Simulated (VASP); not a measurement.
Crystal: Sc.

```
Sc
1.0
     3.35254    0.00000    0.00000
    -1.67627    2.90339    0.00000
     0.00000    0.00000    5.34269
Sc
2
Direct
  0.66667 0.33333 0.75000
  0.33333 0.66667 0.25000
```

Base run:

- Program: VASP 6.6.1
- Functional: PBE
- Potentials or basis: VASP PAW PBE potentials, release 64 (Sc_sv)
- Cutoff: 520 eV
- k mesh: 9 × 9 × 5
- Occupations: fermi-dirac, width 0.05 eV
- Spin: no spin polarisation

Its results: band gap on the k mesh zero (band 11 reaches 4.02 eV, above the bottom of band 12 at 2.98 eV); pressure -2.6 GPa.

Question: The run is repeated on the same cell with these changes: functional from PBE to PBEsol. What comes out?

Answer: Band gap on the k mesh zero (band 11 reaches 3.92 eV, above the bottom of band 12 at 2.88 eV); pressure -4.6 GPa.

PBEsol binds more tightly than PBE, so the same cell stands under less pressure.

Caveats: the PAW data sets were made with another functional, which shifts forces and pressure a little (some runs).
